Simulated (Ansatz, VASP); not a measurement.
**Al: VASP beside Ansatz**

Contents of INCAR:

```
SYSTEM = Al
ALGO = Fast
EDIFF = 1E-7
ENCUT = 520
GGA = PE
ISIF = 2
ISMEAR = 0
IVDW = 12
LASPH = .True.
LCHARG = .False.
LREAL = .False.
LWAVE = .False.
NBANDS = 22
NELM = 60
PREC = Accurate
SIGMA = 0.15
```

The input KPOINTS:

```
k-points
0
Gamma
  16 16 2
  0 0 0
```

Contents of POSCAR:

```
Al
1.0
   -2.8144222649      0.0000000000      0.0000000000
   -1.4072111325     -2.4373611784      0.0000000000
   -0.9381407550     -0.8124537261     18.4820941423
Al
8
Direct
    0.9895833333      0.9791666667      0.0625000000
    0.9062500000      0.8125000000      0.5625000000
    0.2187500000      0.1041666667      0.6875000000
    0.3020833333      0.2708333333      0.1875000000
   -0.1354166667     -0.2708333333      0.8125000000
   -0.0520833333     -0.1041666667      0.3125000000
    0.5104166667      0.3541666667      0.9375000000
    0.5937500000      0.5208333333      0.4375000000
```

Input for Ansatz:

```yaml
crystal:
  lattice:
    - [-2.8144222649, 0.0, 0.0]
    - [-1.4072111325, -2.4373611784, 0.0]
    - [-0.938140755, -0.8124537261, 18.4820941423]
  atoms:
    - { symbol: Al, position: [0.9895833333, 0.9791666667, 0.0625] }
    - { symbol: Al, position: [0.90625, 0.8125, 0.5625] }
    - { symbol: Al, position: [0.21875, 0.1041666667, 0.6875] }
    - { symbol: Al, position: [0.3020833333, 0.2708333333, 0.1875] }
    - { symbol: Al, position: [-0.1354166667, -0.2708333333, 0.8125] }
    - { symbol: Al, position: [-0.0520833333, -0.1041666667, 0.3125] }
    - { symbol: Al, position: [0.5104166667, 0.3541666667, 0.9375] }
    - { symbol: Al, position: [0.59375, 0.5208333333, 0.4375] }
basis:
  ecutwfc: 420
kpoints:
  mp_grid: { grid: [16, 16, 2] }
hamiltonian:
  xc: pbe
  pseudopotentials: { kind: paw, azcp: { folder: soft_1 } }
  dispersion: d3bj
scf:
  occupations: { method: gaussian, width: 0.15 }
output:
  forces: true
  stress: true
  eigenvalues: true
```

Alike in both runs: task single point; functional PBE; dispersion D3(BJ); k mesh 16 × 16 × 2; occupations gaussian, width 0.15 eV; no spin polarisation.

```csv
,VASP,Ansatz
version,VASP 6.6.1,Ansatz 0.2.0
potentials or method,"VASP PAW PBE potentials, release 64 (Al), cutoff 520 eV","scalar-relativistic, plane waves, PAW"
valence electrons in the cell,24,24
```

```csv
,VASP,Ansatz,Ansatz less VASP
gap on the k mesh at the Fermi level (eV),none,none,-
pressure (GPa),0.4,0.4,0.00
"traceless stress, the component that is largest in VASP (GPa)",0.92,0.92,-0.005
rms of the force components (eV/Å),0.105,0.105,0.0000
```

Atom by atom the forces differ by 0.000 eV/Å (rms over components). A gap of «none» marks a metal or a gap that the smearing closes.
